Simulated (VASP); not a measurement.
Crystal: ReS.

```xyz
2
Lattice="0.0000 2.3410 2.3410 2.3410 0.0000 2.3410 2.3410 2.3410 0.0000" Properties=species:S:1:pos:R:3 pbc="T T T"
Re    0.0000    0.0000    0.0000
S     2.3410    2.3410    2.3410
```

Base run:

| Quantity | Value |
| --- | --- |
| Program | VASP 6.6.1 |
| Functional | PBE |
| Potentials or basis | VASP PAW PBE potentials, release 64 (Re, S) |
| Cutoff | 520 eV |
| k mesh | 14 × 14 × 14 |
| Occupations | gaussian, width 0.1 eV |
| Spin | collinear spin, ferromagnetic start |
| Starting moments | [3.5, 0.0] μB |

Its results: pressure 46.1 GPa; net moment 0.00 μB per cell.

Task: The run is repeated on the same cell with these changes: potentials or basis from VASP PAW PBE potentials, release 64 (Re, S) to VASP PAW PBE potentials, release 64 (Re_sv_GW, S); cutoff from 520 eV to 500 eV; further incar settings from ALGO = Normal; EDIFF = 1e-06; NBANDS = 18 to ALGO = Normal; EDIFF = 1e-06; NBANDS = 22; valence electrons from 13 to 21. What comes out?

Result: Pressure 41.4 GPa; net moment 0.00 μB per cell.
